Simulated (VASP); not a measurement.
A run of VASP 6.6.1:

The input INCAR:

```
SYSTEM = BN
PREC = Accurate
ENCUT = 520
EDIFF = 1E-6
ISMEAR = 0
SIGMA = 0.05
LREAL = .False.
LASPH = .True.
NELM = 100
ALGO = Normal
ISIF = 2
LWAVE = .False.
LCHARG = .False.
LDIPOL = .True.
IDIPOL = 3
DIPOL = 0.5 0.5 0.500
GGA = PE
NBANDS = 26
```

KPOINTS

```
Automatic mesh
0
Gamma
  12 12 1
  0 0 0
```

The input POSCAR:

```
BN
1.0
    2.5043488730      0.0000000000      0.0000000000
   -1.2521744365      2.1688297439      0.0000000000
    0.0000000000      0.0000000000     25.5286415822
B N
4 4
Direct
    0.6666666667      0.3333333333      0.2937876650
    0.3333333333      0.6666666667      0.4312625550
    0.6666666667      0.3333333333      0.5687374450
    0.3333333333      0.6666666667      0.7062123350
    0.3333333333      0.6666666667      0.2937876650
    0.6666666667      0.3333333333      0.4312625550
    0.3333333333      0.6666666667      0.5687374450
    0.6666666667      0.3333333333      0.7062123350
```

Potentials or basis: VASP PAW PBE potentials, release 64 (B, N).

Command:

```sh
$ cat potpaw_PBE.64/B/POTCAR potpaw_PBE.64/N/POTCAR > POTCAR
$ mpirun -np 1 vasp_std > vasp.out
```

Hardware: 1 thread of Intel(R) Xeon(R) Platinum 8259CL CPU @ 2.50GHz (Skylake/Cascade Lake), with other jobs on the host.

Problem. How long does it take, and how much memory?

Solution. Run time: 94 s on 1 thread of Intel(R) Xeon(R) Platinum 8259CL CPU @ 2.50GHz (Skylake/Cascade Lake), on a shared host, peak memory 0.27 GiB. Counts: scf iterations 21, k points 19.
